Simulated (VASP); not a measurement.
# PbO in VASP: a series of runs

PbO is run at these levels: PBE+D3(BJ); tasks: single point.

All numbers are computed with VASP 6.6.1; they aren't measurements. Logs are shortened: lines on timing, memory, paths and dates and some standing lists are left out, and cuts for length are marked.

### Step 1. The cell of the first run

The cell holds a slab with vacuum, 4 atoms: a = 3.798 Å, b = 3.798 Å, c = 30.749 Å, α = 90.00°, β = 90.00°, γ = 90.00°.

### Step 2. Single point, PBE+D3(BJ)

The input, INCAR:

```
SYSTEM = PbO
ALGO = Normal ; DIPOL = 0.5 0.5 0.500
EDIFF = 1E-7 ; ENCUT = 520
GGA = PE ; IDIPOL = 3
ISIF = 2 ; ISMEAR = 0
IVDW = 12 ; LASPH = .TRUE.
LCHARG = .FALSE. ; LDIPOL = .TRUE.
LREAL = .FALSE. ; LWAVE = .FALSE.
NBANDS = 28 ; NELM = 100
PREC = Accurate ; SIGMA = 0.02
```

The input, KPOINTS:

```
k-points
0
G
  6 6 1
  0 0 0
```

The input, POSCAR:

```
PbO
1.0
    3.7980000000      0.0000000000      0.0000000000
    0.0000000000      3.7980000000      0.0000000000
    0.0000000000      0.0000000000     30.7493267952
Pb O
2 2
Direct
    0.5000000000      0.0000000000      0.4607471081
    0.0000000000      0.5000000000      0.5392528919
    0.0000000000      0.0000000000      0.5000000000
    0.5000000000      0.5000000000      0.5000000000
```

Potentials or basis: VASP PAW PBE potentials, release 64 (Pb_d, O).

Run with:

```bash
$ cat potpaw_PBE.64/Pb_d/POTCAR potpaw_PBE.64/O/POTCAR > POTCAR
$ mpirun -np 1 vasp_std > vasp.out
```

OUTCAR:

```text
SYSTEM = PbO
   EDIFF = 1E-7
   ENCUT = 520
   GGA = PE
   ISIF = 2
   ISMEAR = 0
   IVDW = 12
   LASPH = .TRUE.
   LREAL = .FALSE.
   NELM = 100
   PREC = Accurate
 IVDW          = 12

 ion  position               nearest neighbor table
   1  0.500  0.000  0.461-   3 2.25   4 2.25   4 2.25   3 2.25   2 3.61   2 3.61   2 3.61   2 3.61

   2  0.000  0.500  0.539-   3 2.25   4 2.25   3 2.25   4 2.25   1 3.61   1 3.61   1 3.61   1 3.61

   3  0.000  0.000  0.500-   1 2.25   2 2.25   2 2.25   1 2.25
   4  0.500  0.500  0.500-   1 2.25   2 2.25   1 2.25   2 2.25

  LATTYP: Found a simple tetragonal cell.
 ALAT       =     3.7980000000
 C/A-ratio  =     8.0961892562

  Lattice vectors:

 A1 = (   3.7980000000,   0.0000000000,   0.0000000000)
 A2 = (   0.0000000000,   3.7980000000,   0.0000000000)
 A3 = (   0.0000000000,   0.0000000000,  30.7493267952)

Analysis of symmetry for initial positions (statically):
=====================================================================
 Subroutine PRICEL returns:
 Original cell was already a primitive cell.

 Routine SETGRP: Setting up the symmetry group for a
 simple tetragonal supercell.

 Subroutine GETGRP returns: Found 16 space group operations
 (whereof  8 operations were pure point group operations)
 out of a pool of 16 trial point group operations.

The static configuration has the point symmetry D_2d.
 The point group associated with its full space group is D_4h.

Analysis of symmetry for dynamics (positions and initial velocities):
=====================================================================
 Subroutine PRICEL returns:
 Original cell was already a primitive cell.

 Routine SETGRP: Setting up the symmetry group for a
 simple tetragonal supercell.

 Subroutine GETGRP returns: Found 16 space group operations
 (whereof  8 operations were pure point group operations)
 out of a pool of 16 trial point group operations.

The dynamic configuration has the point symmetry D_2d.
 The point group associated with its full space group is D_4h.

 Subroutine INISYM returns: Found 16 space group operations
 (whereof  8 operations are pure point group operations),
 and found     1 'primitive' translations

----------------------------------------------------------------------------------------

                                     Primitive cell

  volume of cell :     443.5530

  direct lattice vectors                    reciprocal lattice vectors
     3.798000000  0.000000000  0.000000000     0.263296472  0.000000000  0.000000000
     0.000000000  3.798000000  0.000000000     0.000000000  0.263296472  0.000000000
     0.000000000  0.000000000 30.749326795     0.000000000  0.000000000  0.032521037

  length of vectors
     3.798000000  3.798000000 30.749326795     0.263296472  0.263296472  0.032521037

  position of ions in fractional coordinates (direct lattice)
     0.500000000  0.000000000  0.460747108
     0.000000000  0.500000000  0.539252892
     0.000000000  0.000000000  0.500000000
     0.500000000  0.500000000  0.500000000

  ion indices of the primitive-cell ions
   primitive index   ion index
                 1           1
                 2           2
                 3           3
                 4           4

----------------------------------------------------------------------------------------

 KPOINTS: k-points

Automatic generation of k-mesh.
 Grid dimensions read from file:
 generate k-points for:    6    6    1

 Generating k-lattice:

  Cartesian coordinates                     Fractional coordinates (reciprocal lattice)
     0.043882745  0.000000000  0.000000000     0.166666667  0.000000000  0.000000000
     0.000000000  0.043882745  0.000000000     0.000000000  0.166666667  0.000000000
     0.000000000  0.000000000  0.032521037     0.000000000  0.000000000  1.000000000

  Length of vectors
     0.043882745  0.043882745  0.032521037

  Shift w.r.t. Gamma in fractional coordinates (k-lattice)
     0.000000000  0.000000000  0.000000000

 Subroutine IBZKPT returns following result:
 ===========================================

 Found     10 irreducible k-points:

 Following reciprocal coordinates:
            Coordinates               Weight
  0.000000  0.000000  0.000000      1.000000
  0.166667  0.000000  0.000000      4.000000
  0.333333  0.000000  0.000000      4.000000
  0.500000  0.000000  0.000000      2.000000
  0.166667  0.166667  0.000000      4.000000
  0.333333  0.166667  0.000000      8.000000
  0.500000  0.166667  0.000000      4.000000
  0.333333  0.333333  0.000000      4.000000
  0.500000  0.333333  0.000000      4.000000
  0.500000  0.500000  0.000000      1.000000
   k-points           NKPTS =     10   k-points in BZ     NKDIM =     10   number of bands    NBANDS=     28
   number of dos      NEDOS =    301   number of ions     NIONS =      4
   total plane-waves  NPLWV = 188160
   dimension x,y,z NGX =    28 NGY =   28 NGZ =  240
   dimension x,y,z NGXF=    56 NGYF=   56 NGZF=  480
   ions per type =               2   2
   NGX,Y,Z   is equivalent  to a cutoff of  12.26, 12.26, 12.98 a.u.
   NGXF,Y,Z  is equivalent  to a cutoff of  24.51, 24.51, 25.95 a.u.
 SYSTEM =  PbO
   PREC   = accura    normal or accurate (medium, high low for compatibility)
   ISTART =      0    job   : 0-new  1-cont  2-samecut
   ICHARG =      2    charge: 1-file 2-atom 10-const
   ISPIN  =      1    spin polarized calculation?
   LNONCOLLINEAR =      F non collinear calculations
   LSORBIT =      F    spin-orbit coupling
   LASPH  =      T    aspherical Exc in radial PAW
   ENCUT  =  520.0 eV  38.22 Ry    6.18 a.u.   7.06  7.06 57.17*2*pi/ulx,y,z
   NELM   =    100;   NELMIN=  2; NELMDL= -5     # of ELM steps
   EDIFF  = 0.1E-06   stopping-criterion for ELM
   LREAL  =      F    real-space projection
   EDIFFG = 0.1E-05   stopping-criterion for IOM
   NSW    =      0    number of steps for IOM
   IBRION =     -1    ionic relax: 0-MD 1-quasi-New 2-CG
   NFREE  =      0    steps in history (QN), initial steepest desc. (CG)
   ISIF   =      2    stress and relaxation
   ISYM   =      2    0-nonsym 1-usesym 2-fastsym
   POTIM  = 0.5000    time-step for ionic-motion
   TEBEG  =    0.0;   TEEND  =   0.0 temperature during run
   PSTRESS=    0.0 pullay stress
   NELECT =      40.0000    total number of electrons
   NUPDOWN=      -1.0000    fix difference up-down
   EMIN   =  10.00;   EMAX   =-10.00  energy-range for DOS
   EFERMI =   0.00;   METHOD = LEGACY
   ISMEAR =     0;   SIGMA  =   0.02  broadening in eV -4-tet -1-fermi 0-gaus
   EFERMI_NEDOS =   21; number of points for ismear=-14 and -15
   IALGO  =     38    algorithm
   IMIX   =      4    mixing-type and parameters
     AMIX     =   0.40;   BMIX     =  1.00
     AMIX_MAG =   1.60;   BMIX_MAG =  1.00
  volume/ion in A,a.u.               =     110.89       748.31
  Fermi-wavevector in a.u.,A,eV,Ry     =   0.734141  1.387326  7.333043  0.538963
  Thomas-Fermi vector in A             =   1.827022
   LORBIT       =      0    0 simple, 1 ext, 2 COOP (PROOUT), +10 PAW based schemes
   GGA     = PE    functional components
   LHFCALC =     F    Hartree Fock is set to
   AEXX    =    0.0000 exact exchange contribution
   IVDW    =    12    specifies the selected vdW correction
   LEPSILON=     F    determine dielectric tensor
   LRPA    =     F    only Hartree local field effects (RPA)
 non-spin polarized calculation
 Gauss-broadening in eV      SIGMA  =   0.02
  energy-cutoff  :      520.00
  volume of cell :      443.55
 maximum number of plane-waves:     11980
   NGX = 15   NGY = 15   NGZ =115

 number of electron      39.9999996 magnetization

 dipolmoment           0.000000      0.000000     -0.000000 electrons x Angstroem

 Free energy of the ion-electron system (eV)
  ---------------------------------------------------
  ext. energy  EPLUGINS =         0.00000000
  ---------------------------------------------------
  free energy    TOTEN  =       -21.08253047 eV

  energy without entropy =      -21.08253047  energy(sigma->0) =      -21.08253047

 E-fermi :  -3.1494     XC(G=0):  -2.1278

 val. band max:       -3.2383526456   @ k =   0.1667   0.0000   0.0000
 cond. band min:      -0.1197339507   @ k =   0.0000   0.0000   0.0000
 fundamental gap:      3.1186186949
 Fermi energy:        -3.1493986675

 k-point     1 :       0.0000    0.0000    0.0000
  band No.  band energies     occupation
      1     -21.6766      2.00000
      2     -20.7864      2.00000
      3     -18.5662      2.00000
      4     -18.5434      2.00000
      5     -18.5434      2.00000
      6     -18.4510      2.00000
[... 20 lines left out ...]
     27       2.8551      0.00000
     28       3.0796      0.00000

 k-point     2 :       0.1667    0.0000    0.0000
  band No.  band energies     occupation
      1     -21.5992      2.00000
      2     -20.8319      2.00000
      3     -18.5376      2.00000
      4     -18.5362      2.00000
      5     -18.5348      2.00000
      6     -18.4190      2.00000
[... 20 lines left out ...]
     27       2.5862      0.00000
     28       3.1950      0.00000

 k-point     3 :       0.3333    0.0000    0.0000
  band No.  band energies     occupation
      1     -21.4061      2.00000
      2     -20.9687      2.00000
      3     -18.5216      2.00000
      4     -18.5077      2.00000
      5     -18.4789      2.00000
      6     -18.4486      2.00000
[... 20 lines left out ...]
     27       3.2500      0.00000
     28       3.4965      0.00000

 k-point     4 :       0.5000    0.0000    0.0000
  band No.  band energies     occupation
      1     -21.1750      2.00000
      2     -21.1750      2.00000
      3     -18.4939      2.00000
      4     -18.4939      2.00000
      5     -18.4771      2.00000
      6     -18.4771      2.00000
[... 144 lines left out ...]
     27       4.0418      0.00000
     28       4.1968      0.00000

 k-point     9 :       0.5000    0.3333    0.0000
  band No.  band energies     occupation
      1     -21.1380      2.00000
      2     -21.1380      2.00000
      3     -18.4583      2.00000
      4     -18.4583      2.00000
      5     -18.3816      2.00000
      6     -18.3816      2.00000
[... 20 lines left out ...]
     27       4.6935      0.00000
     28       4.6935      0.00000

 k-point    10 :       0.5000    0.5000    0.0000
  band No.  band energies     occupation
      1     -21.1288      2.00000
      2     -21.1288      2.00000
      3     -18.4599      2.00000
      4     -18.4599      2.00000
      5     -18.3356      2.00000
      6     -18.3356      2.00000
[... 20 lines left out ...]
     27       4.4012      0.00000
     28       4.4012      0.00000

------------------------ aborting loop because EDIFF is reached ----------------------------------------

 vacuum level on the upper side and lower side of the slab       (xc-potential included)        -0.006        -0.006

 Edisp (eV)   -0.61652

 E8    (eV) :    -0.2930

  FORCE on cell =-STRESS in cart. coord.  units (eV):
  Direction    XX          YY          ZZ          XY          YZ          ZX
  --------------------------------------------------------------------------------------
  -------------------------------------------------------------------------------------
  Total       5.74674     5.74674     3.76823     0.00000     0.00000     0.00000
  in kB      20.75804    20.75804    13.61139     0.00000     0.00000     0.00000
  external pressure =       18.38 kB  Pullay stress =        0.00 kB

 VOLUME and BASIS-vectors are now :
 -----------------------------------------------------------------------------
  energy-cutoff  :      520.00
  volume of cell :      443.55
      direct lattice vectors                 reciprocal lattice vectors
     3.798000000  0.000000000  0.000000000     0.263296472  0.000000000  0.000000000
     0.000000000  3.798000000  0.000000000     0.000000000  0.263296472  0.000000000
     0.000000000  0.000000000 30.749326795     0.000000000  0.000000000  0.032521037

 POSITION                                       TOTAL-FORCE (eV/Angst)
 -----------------------------------------------------------------------------------
      1.89900      0.00000     14.16766        -0.000000      0.000000     -1.592539
      0.00000      1.89900     16.58166         0.000000      0.000000      1.592539
      0.00000      0.00000     15.37466         0.000000      0.000000      0.000000
      1.89900      1.89900     15.37466         0.000000      0.000000      0.000000
 -----------------------------------------------------------------------------------
    total drift:                                0.000000      0.000000      0.000000

  FREE ENERGIE OF THE ION-ELECTRON SYSTEM (eV)
  ---------------------------------------------------
  free  energy   TOTEN  =       -21.6990517782 eV

  energy  without entropy=      -21.6990517782  energy(sigma->0) =      -21.69905178

 vacuum level on the upper side and lower side of the slab         1.710         1.710
```

It took 8.1 min on 1 thread of Intel Xeon 8259CL, shared host; peak memory 0.5 GiB.

Results:

| Item | Value |
| --- | --- |
| Free energy | -21.6991 eV |
| Largest force | 1.593 eV/Å |
| Band gap on the k mesh | 3.12 eV |
| Dispersion energy per atom | -0.154 eV |

Forces on the atoms (eV/Å):
```
Pb   0.000  0.000 -1.593
Pb   0.000  0.000  1.593
O    0.000  0.000  0.000
O    0.000  0.000  0.000
```

Caveat: spin-orbit coupling is left out, which moves the levels of the heavy elements.

### Step 3. Single point, PBE+D3(BJ)

The input, INCAR:

```
PREC = Accurate
ENCUT = 520
EDIFF = 1E-7
ISMEAR = 0
SIGMA = 0.02
LREAL = F
LASPH = T
NELM = 60
ALGO = Normal
ISIF = 2
LWAVE = F
LCHARG = F
LDIPOL = T
IDIPOL = 3
DIPOL = 0.5 0.5 0.500
GGA = PE
IVDW = 12
NBANDS = 28
```

The input, KPOINTS:

```
Automatic mesh
0
Gamma
  6 6 1
```

POSCAR: that of step 2 with these lines changed.

```diff
@@ -8,4 +8,4 @@
 Direct
-    0.5000000000      0.0000000000      0.4607471081
-    0.0000000000      0.5000000000      0.5392528919
+    0.5000000000      0.0000000000      0.4580316015
+    0.0000000000      0.5000000000      0.5419683985
     0.0000000000      0.0000000000      0.5000000000
```

Potentials or basis: VASP PAW PBE potentials, release 64 (Pb_d, O).

Run with:

```bash
$ cat potpaw_PBE.64/Pb_d/POTCAR potpaw_PBE.64/O/POTCAR > POTCAR
$ mpirun -np 1 vasp_std > vasp.out
```

It took 7.2 min on 1 thread of Intel Xeon 8259CL, shared host; peak memory 0.5 GiB.

Results (log left out):

| Property | Result |
| --- | --- |
| Free energy | -21.8221 eV |
| Largest force | 0.090 eV/Å |
| Band gap on the k mesh | 2.97 eV (least direct gap 3.18 eV) |
| Dispersion energy per atom | -0.152 eV |

Forces in eV/Å, atoms in the order of the input:
```
Pb   0.000  0.000  0.090
Pb   0.000  0.000 -0.090
O    0.000  0.000  0.000
O    0.000  0.000  0.000
```

Levels at points of the mesh, in eV from the valence-band top:
```tsv
k point	band 17	band 18	band 19	band 20	band 21	band 22	band 23	band 24
(0.00, 0.00, 0.00)	-1.09	-0.59	-0.59	-0.25	2.97	3.31	4.72	4.77
(0.50, 0.00, 0.00)	-2.09	-2.09	-0.76	-0.76	3.20	3.20	5.56	5.56
(0.50, 0.50, 0.00)	-1.32	-1.32	0.00	0.00	3.18	3.18	5.24	5.24
```

Caveat: spin-orbit coupling is left out, which moves the levels of the heavy elements.

### Step 4. Single point, PBE+D3(BJ)

This run uses another cell than the first one.

The input, INCAR:

```
SYSTEM = PbO
PREC = Accurate
ENCUT = 520
EDIFF = 1E-7
ISMEAR = 0
SIGMA = 0.02
LREAL = .False.
LASPH = .True.
NELM = 80
ALGO = Normal
ISIF = 2
LWAVE = .False.
LCHARG = .False.
LDIPOL = .True.
IDIPOL = 3
DIPOL = 0.5 0.5 0.500
GGA = PE
IVDW = 12
NBANDS = 28
```

The input, KPOINTS:

```
regular mesh
0
Gamma
  6 6 1
  0 0 0
```

The input, POSCAR:

```
PbO
1.0
    3.9050000000      0.0000000000      0.0000000000
    0.0000000000      3.9050000000      0.0000000000
    0.0000000000      0.0000000000     30.7493267952
Pb O
2 2
Direct
    0.5000000000      0.0000000000      0.4648284983
    0.0000000000      0.5000000000      0.5351715017
    0.0000000000      0.0000000000      0.5000000000
    0.5000000000      0.5000000000      0.5000000000
```

Run with:

```bash
$ cat potpaw_PBE.64/Pb_d/POTCAR potpaw_PBE.64/O/POTCAR > POTCAR
$ mpirun -np 1 vasp_std > vasp.out
```

Run time: 9.4 min. Hardware: 1 thread of Intel Xeon 8259CL, shared host; peak memory 0.55 GiB.

Results (log left out):

```yaml
Free_energy: -21.4552 eV
Largest_force: 3.113 eV/Å
Band_gap_on_the_k_mesh: 2.32 eV
Dispersion_energy_per_atom: -0.148 eV
```

Forces on the atoms (eV/Å):
```
Pb   0.000  0.000 -3.113
Pb   0.000  0.000  3.113
O    0.000  0.000  0.000
O    0.000  0.000  0.000
```

Levels at points of the mesh, in eV from the valence-band top:
| k point | band 16 | band 17 | band 18 | band 19 | band 20 | band 21 | band 22 | band 23 | band 24 | band 25 |
| --- | --- | --- | --- | --- | --- | --- | --- | --- | --- | --- |
| (0.00, 0.00, 0.00) | -4.55 | -1.91 | -1.91 | -1.64 | 0.00 | 2.32 | 2.65 | 4.65 | 4.67 | 4.96 |
| (0.50, 0.00, 0.00) | -3.48 | -3.26 | -3.26 | -0.71 | -0.71 | 3.55 | 3.55 | 5.20 | 5.20 | 6.94 |
| (0.50, 0.50, 0.00) | -3.75 | -1.15 | -1.15 | -1.14 | -1.14 | 3.51 | 3.51 | 5.65 | 5.65 | 6.58 |

Caveat: spin-orbit coupling is left out, which moves the levels of the heavy elements.

### Step 5. Single point, PBE+D3(BJ)

This run uses another cell than the first one.

The input, INCAR:

```
PREC = Accurate
ENCUT = 520
EDIFF = 1E-6
ISMEAR = 0
SIGMA = 0.02
LREAL = False
LASPH = True
NELM = 100
ALGO = Normal
ISIF = 2
LWAVE = False
LCHARG = True
LDIPOL = True
IDIPOL = 3
DIPOL = 0.5 0.5 0.500
GGA = PE
IVDW = 12
LELF = True
LVHAR = True
LVACPOTAV = True
NBANDS = 28
```

The input, KPOINTS:

```
Automatic mesh
0
Gamma
  6 6 1
```

POSCAR: that of step 4 with these lines changed.

```diff
@@ -8,4 +8,4 @@
 Direct
-    0.5000000000      0.0000000000      0.4648284983
-    0.0000000000      0.5000000000      0.5351715017
+    0.5000000000      0.0000000000      0.4621129917
+    0.0000000000      0.5000000000      0.5378870083
     0.0000000000      0.0000000000      0.5000000000
```

Run with:

```bash
$ cat potpaw_PBE.64/Pb_d/POTCAR potpaw_PBE.64/O/POTCAR > POTCAR
$ mpirun -np 1 vasp_std > vasp.out
```

It took 8.5 min on 1 thread of Intel Xeon 8259CL, shared host; peak memory 0.56 GiB.

The run converged. Its results:

| Quantity | Value |
| --- | --- |
| Free energy | -21.8409 eV |
| Largest force | 1.516 eV/Å |
| Band gap on the k mesh | 2.69 eV |
| Dispersion energy per atom | -0.146 eV |

Forces on the atoms (eV/Å):
```
Pb   0.000  0.000 -1.516
Pb   0.000  0.000  1.516
O    0.000  0.000  0.000
O    0.000  0.000  0.000
```

Levels at points of the mesh, in eV from the valence-band top:
```csv
k point,band 16,band 17,band 18,band 19,band 20,band 21,band 22,band 23,band 24,band 25
"(0.00, 0.00, 0.00)",-3.96,-1.33,-1.32,-1.32,0.00,2.69,2.77,4.69,4.69,5.00
"(0.50, 0.00, 0.00)",-3.09,-2.70,-2.70,-0.69,-0.69,3.48,3.48,5.29,5.29,6.94
"(0.50, 0.50, 0.00)",-3.38,-1.20,-1.20,-0.65,-0.65,3.41,3.41,5.49,5.49,6.70
```

Caveat: spin-orbit coupling is left out, which moves the levels of the heavy elements.

### Step 6. Summary

| cell | gap on the mesh (eV) | largest force (eV/Å) |
| --- | --- | --- |
| a = 3.798, b = 3.798, c = 30.749 Å, 4 atoms, atomic positions A | 3.12 | 1.59 |
| a = 3.798, b = 3.798, c = 30.749 Å, 4 atoms, atomic positions B | 2.97 | 0.09 |
| a = 3.905, b = 3.905, c = 30.749 Å, 4 atoms, atomic positions C | 2.32 | 3.11 |
| a = 3.905, b = 3.905, c = 30.749 Å, 4 atoms, atomic positions D | 2.69 | 1.52 |

Alike in all rows: task single point; level PBE+D3(BJ); potentials or basis VASP PAW PBE potentials, release 64 (Pb_d, O); no spin polarisation; k mesh 6 × 6 × 1; cutoff (eV) 520; smearing gaussian 0.02 eV.

Caveats: spin-orbit coupling is left out, which moves the levels of the heavy elements.

Total energies depend on the potentials used, so only differences within one code and one set of settings carry meaning.
